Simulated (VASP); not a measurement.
# CrCN (P-6m2) in VASP: single point with PBE

Aim: the single point of CrCN with PBE.

All numbers are computed with VASP 6.6.1; they aren't measurements. Logs are shortened: lines on timing, memory, paths and dates and some standing lists are left out, and cuts for length are marked.

## 1. The cell of the first run

It takes space group P-6m2 (No. 187, hexagonal). The conventional cell has a = 3.174 Å, b = 3.174 Å, c = 2.880 Å, α = 90.00°, β = 90.00°, γ = 120.00°. Within 2.4 Å of Cr (site symmetry -6m2) lie 3 N at 1.83 Å and 6 C at 2.33 Å. Within 3.2 Å of C (site symmetry -6m2) lie 6 Cr at 2.33 Å and 6 N at 2.33 Å and 8 C at 2.88 to 3.17 Å. Within 2.4 Å of N (site symmetry -6m2) lie 3 Cr at 1.83 Å and 6 C at 2.33 Å.

The cell was generated, and may not be a known phase.

## 2. Single point, PBE, collinear spin, ferromagnetic start

Input file INCAR:

```
PREC = Accurate
ENCUT = 700
EDIFF = 1E-6
ISMEAR = 0
SIGMA = 0.1
LREAL = False
LASPH = True
NELM = 200
ALGO = Normal
ISIF = 2
LWAVE = False
LCHARG = False
ISPIN = 2
MAGMOM = 3 0 0
LORBIT = 11
LMAXMIX = 4
GGA = PE
NBANDS = 22
GGA_COMPAT = False
```

Input file KPOINTS:

```
regular mesh
0
Gamma
  6 6 6
```

Input file POSCAR:

```
CrCN
1.0
    3.1739013906     -0.0000000027      0.0000000000
   -1.5869506930      2.7486792347      0.0000000000
    0.0000000000      0.0000000000      2.8804995616
Cr C N
1 1 1
Direct
    0.3333333333      0.6666666667      0.5000000000
    0.0000000000      0.0000000000      0.0000000000
    0.6666666667      0.3333333333      0.5000000000
```

Potentials or basis: VASP PAW PBE potentials, release 64 (Cr_sv, C, N).

On the command line:

```
$ cat potpaw_PBE.64/Cr_sv/POTCAR potpaw_PBE.64/C/POTCAR potpaw_PBE.64/N/POTCAR > POTCAR
$ mpirun -np 1 vasp_std > vasp.out
```

OUTCAR:

```text
PREC = Accurate
   ENCUT = 700
   EDIFF = 1E-6
   ISMEAR = 0
   LREAL = False
   LASPH = True
   NELM = 200
   ISIF = 2
   ISPIN = 2
   LORBIT = 11
   GGA = PE

 ion  position               nearest neighbor table
   1  0.333  0.667  0.500-   3 1.83   3 1.83   3 1.83   2 2.33   2 2.33   2 2.33   2 2.33   2 2.33
                             2 2.33
   2  0.000  0.000  0.000-   1 2.33   1 2.33   1 2.33   1 2.33   1 2.33   1 2.33
   3  0.667  0.333  0.500-   1 1.83   1 1.83   1 1.83

  LATTYP: Found a hexagonal cell.
 ALAT       =     3.1739013906
 C/A-ratio  =     0.9075579885

  Lattice vectors:

 A1 = (   3.1739013906,  -0.0000000027,   0.0000000000)
 A2 = (  -1.5869506930,   2.7486792347,   0.0000000000)
 A3 = (   0.0000000000,   0.0000000000,   2.8804995616)

Analysis of symmetry for initial positions (statically):
=====================================================================
 Subroutine PRICEL returns:
 Original cell was already a primitive cell.

 Routine SETGRP: Setting up the symmetry group for a
 hexagonal supercell.

 Subroutine GETGRP returns: Found 12 space group operations
 (whereof 12 operations were pure point group operations)
 out of a pool of 24 trial point group operations.

The static configuration has the point symmetry D_3h.

Analysis of symmetry for dynamics (positions and initial velocities):
=====================================================================
 Subroutine PRICEL returns:
 Original cell was already a primitive cell.

 Routine SETGRP: Setting up the symmetry group for a
 hexagonal supercell.

 Subroutine GETGRP returns: Found 12 space group operations
 (whereof 12 operations were pure point group operations)
 out of a pool of 24 trial point group operations.

The dynamic configuration has the point symmetry D_3h.

Analysis of structural, dynamic, and magnetic symmetry:
=====================================================================
 Subroutine PRICEL returns:
 Original cell was already a primitive cell.

 Routine SETGRP: Setting up the symmetry group for a
 hexagonal supercell.

 Subroutine GETGRP returns: Found 12 space group operations
 (whereof 12 operations were pure point group operations)
 out of a pool of 24 trial point group operations.

The overall configuration has the point symmetry D_3h.

 Subroutine INISYM returns: Found 12 space group operations
 (whereof 12 operations are pure point group operations),
 and found     1 'primitive' translations

----------------------------------------------------------------------------------------

                                     Primitive cell

  volume of cell :      25.1296

  direct lattice vectors                    reciprocal lattice vectors
     3.173901391 -0.000000003  0.000000000     0.315069650  0.181905547  0.000000000
    -1.586950693  2.748679235  0.000000000     0.000000000  0.363811094  0.000000000
     0.000000000  0.000000000  2.880499562     0.000000000  0.000000000  0.347162004

  length of vectors
     3.173901391  3.173901391  2.880499562     0.363811094  0.363811094  0.347162004

  position of ions in fractional coordinates (direct lattice)
     0.333333333  0.666666667  0.500000000
     0.000000000  0.000000000  0.000000000
     0.666666667  0.333333333  0.500000000

  ion indices of the primitive-cell ions
   primitive index   ion index
                 1           1
                 2           2
                 3           3

----------------------------------------------------------------------------------------

 KPOINTS: regular mesh

Automatic generation of k-mesh.
 Grid dimensions read from file:
 generate k-points for:    6    6    6

 Generating k-lattice:

  Cartesian coordinates                     Fractional coordinates (reciprocal lattice)
     0.052511608  0.030317591  0.000000000     0.166666667 -0.000000000  0.000000000
     0.000000000  0.060635182  0.000000000    -0.000000000  0.166666667  0.000000000
     0.000000000  0.000000000  0.057860334     0.000000000  0.000000000  0.166666667

  Length of vectors
     0.060635182  0.060635182  0.057860334

  Shift w.r.t. Gamma in fractional coordinates (k-lattice)
     0.000000000  0.000000000  0.000000000

 Subroutine IBZKPT returns following result:
 ===========================================

 Found     28 irreducible k-points:

 Following reciprocal coordinates:
            Coordinates               Weight
  0.000000  0.000000  0.000000      1.000000
  0.166667  0.000000  0.000000      6.000000
  0.333333  0.000000  0.000000      6.000000
  0.500000 -0.000000  0.000000      3.000000
  0.166667  0.166667  0.000000      6.000000
  0.333333  0.166667  0.000000     12.000000
[... 16 lines left out ...]
  0.166667  0.000000  0.500000      6.000000
  0.333333  0.000000  0.500000      6.000000
 [... further k-points ...]
   k-points           NKPTS =     28   k-points in BZ     NKDIM =     28   number of bands    NBANDS=     22
   number of dos      NEDOS =    301   number of ions     NIONS =      3
   total plane-waves  NPLWV =  21952
   dimension x,y,z NGX =    28 NGY =   28 NGZ =   28
   dimension x,y,z NGXF=    56 NGYF=   56 NGZF=   56
   ions per type =               1   1   1
   NGX,Y,Z   is equivalent  to a cutoff of  14.67, 14.67, 16.16 a.u.
   NGXF,Y,Z  is equivalent  to a cutoff of  29.33, 29.33, 32.32 a.u.
 SYSTEM =  unknown system
   PREC   = accura    normal or accurate (medium, high low for compatibility)
   ISTART =      0    job   : 0-new  1-cont  2-samecut
   ICHARG =      2    charge: 1-file 2-atom 10-const
   ISPIN  =      2    spin polarized calculation?
   LNONCOLLINEAR =      F non collinear calculations
   LSORBIT =      F    spin-orbit coupling
   LASPH  =      T    aspherical Exc in radial PAW
   ENCUT  =  700.0 eV  51.45 Ry    7.17 a.u.   6.85  6.85  6.21*2*pi/ulx,y,z
   NELM   =    200;   NELMIN=  2; NELMDL= -5     # of ELM steps
   EDIFF  = 0.1E-05   stopping-criterion for ELM
   LREAL  =      F    real-space projection
   EDIFFG = 0.1E-04   stopping-criterion for IOM
   NSW    =      0    number of steps for IOM
   IBRION =     -1    ionic relax: 0-MD 1-quasi-New 2-CG
   NFREE  =      0    steps in history (QN), initial steepest desc. (CG)
   ISIF   =      2    stress and relaxation
   ISYM   =      2    0-nonsym 1-usesym 2-fastsym
   POTIM  = 0.5000    time-step for ionic-motion
   TEBEG  =    0.0;   TEEND  =   0.0 temperature during run
   PSTRESS=    0.0 pullay stress
   NELECT =      23.0000    total number of electrons
   NUPDOWN=      -1.0000    fix difference up-down
   EMIN   =  10.00;   EMAX   =-10.00  energy-range for DOS
   EFERMI =   0.00;   METHOD = LEGACY
   ISMEAR =     0;   SIGMA  =   0.10  broadening in eV -4-tet -1-fermi 0-gaus
   EFERMI_NEDOS =   21; number of points for ismear=-14 and -15
   IALGO  =     38    algorithm
   IMIX   =      4    mixing-type and parameters
     AMIX     =   0.40;   BMIX     =  1.00
     AMIX_MAG =   1.60;   BMIX_MAG =  1.00
  volume/ion in A,a.u.               =       8.38        56.53
  Fermi-wavevector in a.u.,A,eV,Ry     =   1.589482  3.003686 34.374490  2.526454
  Thomas-Fermi vector in A             =   2.688325
   LORBIT       =     11    0 simple, 1 ext, 2 COOP (PROOUT), +10 PAW based schemes
   GGA     = PE    functional components
   LHFCALC =     F    Hartree Fock is set to
   AEXX    =    0.0000 exact exchange contribution
   IVDW    =     0    specifies the selected vdW correction
   LEPSILON=     F    determine dielectric tensor
   LRPA    =     F    only Hartree local field effects (RPA)
 spin polarized calculation
 Gauss-broadening in eV      SIGMA  =   0.10
  energy-cutoff  :      700.00
  volume of cell :       25.13
 maximum number of plane-waves:      1077
 NGX is ok and might be reduce to    28
   NGX = 13   NGY = 13   NGZ = 13

 number of electron      23.0000000 magnetization       3.0000000

 number of electron      23.0000003 magnetization      -0.0000573

 Free energy of the ion-electron system (eV)
  ---------------------------------------------------
  ext. energy  EPLUGINS =         0.00000000
  ---------------------------------------------------
  free energy    TOTEN  =       -23.40772075 eV

  energy without entropy =      -23.39940509  energy(sigma->0) =      -23.40356292

 E-fermi :  10.5684     XC(G=0): -13.1749

 val. band max:       10.4792052600   @ k =   0.3333   0.0000   0.3333
 cond. band min:      10.6032479771   @ k =   0.5000  -0.0000   0.1667
 fundamental gap:      0.1240427171
 Fermi energy:        10.5684158079

 spin component 1

 k-point     1 :       0.0000    0.0000    0.0000
  band No.  band energies     occupation
      1     -62.0044      1.00000
      2     -33.4052      1.00000
      3     -33.4052      1.00000
      4     -33.1023      1.00000
      5      -7.1452      1.00000
      6       1.9985      1.00000
[... 14 lines left out ...]
     21      26.0170      0.00000
     22      32.3412      0.00000
[... 552 lines left out ...]
  band No.  band energies     occupation
      1     -61.9831      1.00000
      2     -33.4836      1.00000
      3     -33.4144      1.00000
      4     -33.2351      1.00000
      5      -4.5649      1.00000
      6      -0.1905      1.00000
[... 14 lines left out ...]
     21      29.3849      0.00000
     22      29.7489      0.00000

 [... further k-points ...]

 spin component 2

 k-point     1 :       0.0000    0.0000    0.0000
  band No.  band energies     occupation
      1     -62.0046      1.00000
      2     -33.4054      1.00000
      3     -33.4054      1.00000
      4     -33.1024      1.00000
      5      -7.1452      1.00000
      6       1.9985      1.00000
[... 14 lines left out ...]
     21      26.0170      0.00000
     22      32.3415      0.00000
[... 552 lines left out ...]
  band No.  band energies     occupation
      1     -61.9833      1.00000
      2     -33.4838      1.00000
      3     -33.4146      1.00000
      4     -33.2353      1.00000
      5      -4.5649      1.00000
      6      -0.1905      1.00000
[... 14 lines left out ...]
     21      29.3848      0.00000
     22      29.7488      0.00000

 [... further k-points ...]

------------------------ aborting loop because EDIFF is reached ----------------------------------------

  FORCE on cell =-STRESS in cart. coord.  units (eV):
  Direction    XX          YY          ZZ          XY          YZ          ZX
  --------------------------------------------------------------------------------------
  -------------------------------------------------------------------------------------
  Total       -0.1166514     -0.1166514     -0.0816031      0.0000000      0.0000000     -0.0000000
  in kB       -7.4372965     -7.4372965     -5.2027380      0.0000000      0.0000000     -0.0000000
  external PRESSURE =      -6.6924437 kB  Pullay stress =       0.0000000 kB

 VOLUME and BASIS-vectors are now :
 -----------------------------------------------------------------------------
  energy-cutoff  :      700.00
  volume of cell :       25.13
      direct lattice vectors                 reciprocal lattice vectors
     3.173901391 -0.000000003  0.000000000     0.315069650  0.181905547  0.000000000
    -1.586950693  2.748679235  0.000000000     0.000000000  0.363811094  0.000000000
     0.000000000  0.000000000  2.880499562     0.000000000  0.000000000  0.347162004

 POSITION                                       TOTAL-FORCE (eV/Angst)
 -----------------------------------------------------------------------------------
      0.00000      1.83245      1.44025        -0.000000      0.000000      0.000000
      0.00000      0.00000      0.00000        -0.000000      0.000000      0.000000
      1.58695      0.91623      1.44025         0.000000     -0.000000      0.000000
 -----------------------------------------------------------------------------------
    total drift:                                0.000002     -0.000001     -0.000000

  FREE ENERGIE OF THE ION-ELECTRON SYSTEM (eV)
  ---------------------------------------------------
  free  energy   TOTEN  =       -23.4077207512 eV

  energy  without entropy=      -23.3994050950  energy(sigma->0) =      -23.40356292

 total charge

# of ion       s       p       d       tot
------------------------------------------
    1        2.169   6.041   3.581  11.791
    2        0.965   1.200   0.000   2.164
    3        1.301   2.373   0.000   3.675
--------------------------------------------------
tot          4.435   9.614   3.581  17.630

 magnetization (x)

# of ion       s       p       d       tot
------------------------------------------
    1       -0.000   0.000  -0.000  -0.000
    2        0.000   0.000   0.000   0.000
    3        0.000   0.000   0.000   0.000
--------------------------------------------------
tot         -0.000   0.000  -0.000  -0.000
```

Wall time 59 s (1 thread of Intel Xeon Platinum 8259CL at 2.50GHz (Skylake/Cascade Lake), shared host); peak memory 0.19 GiB.

Results:

```yaml
Free_energy: -23.4077 eV
Pressure: -0.7 GPa
Net_moment: 0.00 μB per cell
Valence_electrons_inside_the_program's_atomic_spheres: Cr 11.79; C 2.16; N 3.67
```

Caveat: the k points lie up to 0.38 Å⁻¹ apart; the moments typed at the start vanished in this run. With open d or f shells a metallic result of PBE can be an artefact of self-interaction; +U or a hybrid may open a gap.
